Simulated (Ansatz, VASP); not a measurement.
## One calculation of BaHPb, two programs

Contents of INCAR:

```
SYSTEM = BaHPb
PREC = Accurate
ENCUT = 520
EDIFF = 1E-6
ISMEAR = 0
SIGMA = 0.1
LREAL = .FALSE.
LASPH = .TRUE.
NELM = 80
ALGO = Normal
ISIF = 2
LWAVE = .FALSE.
LCHARG = .FALSE.
GGA = PE
NBANDS = 34
```

File KPOINTS:

```
regular mesh
0
G
  4 4 2
  0 0 0
```

Contents of POSCAR:

```
BaHPb
1.0
    4.9944208297      0.0000000000      0.0000000000
    0.0000000000      4.9944208297      0.0000000000
    0.0000000000      0.0000000000      9.0382622401
Ba H Pb
2 2 2
Direct
    1.0000000000      0.0000000000      0.0000000000
    1.0000000000      0.0000000000      0.5000000000
    0.5000000000      0.5000000000      0.2500000000
    0.5000000000      0.5000000000      0.7500000000
    0.5000000000      0.5000000000      0.0000000000
    0.5000000000      0.5000000000      0.5000000000
```

Input for Ansatz:

```yaml
crystal:
  lattice:
    - [4.9944208297, 0.0, 0.0]
    - [0.0, 4.9944208297, 0.0]
    - [0.0, 0.0, 9.0382622401]
  atoms:
    - { symbol: Ba, position: [1.0, 0.0, 0.0] }
    - { symbol: Ba, position: [1.0, 0.0, 0.5] }
    - { symbol: H, position: [0.5, 0.5, 0.25] }
    - { symbol: H, position: [0.5, 0.5, 0.75] }
    - { symbol: Pb, position: [0.5, 0.5, 0.0] }
    - { symbol: Pb, position: [0.5, 0.5, 0.5] }
basis:
  ecutwfc: 420
kpoints:
  mp_grid: { grid: [4, 4, 2] }
hamiltonian:
  xc: pbe
scf:
  occupations: { method: gaussian, width: 0.1 }
output:
  forces: true
  stress: true
  eigenvalues: true
```

Alike in both runs: task single point; functional PBE; k mesh 4 × 4 × 2; occupations gaussian, width 0.1 eV; no spin polarisation.

|  | VASP | Ansatz |
| --- | --- | --- |
| version | VASP 6.6.1 | Ansatz 0.2.0 |
| potentials or method | VASP PAW PBE potentials, release 64 (Ba_sv, H, Pb_d), cutoff 520 eV | scalar-relativistic, plane waves, PAW |
| valence electrons in the cell | 50 | 50 |

Ansatz gave:

| Item | Value |
| --- | --- |
| gap on the k mesh at the Fermi level (eV) | none |
| pressure (GPa) | 0.1 |
| traceless stress, the component that is largest in VASP (GPa) | -0.02 |

Question: What did VASP give for the same quantities?

Answer: gap on the k mesh at the Fermi level (eV): none; pressure (GPa): 0.2; traceless stress, the component that is largest in VASP (GPa): -0.15.

A gap of «none» marks a metal or a gap that the smearing closes.

Neither program's run includes spin-orbit coupling.
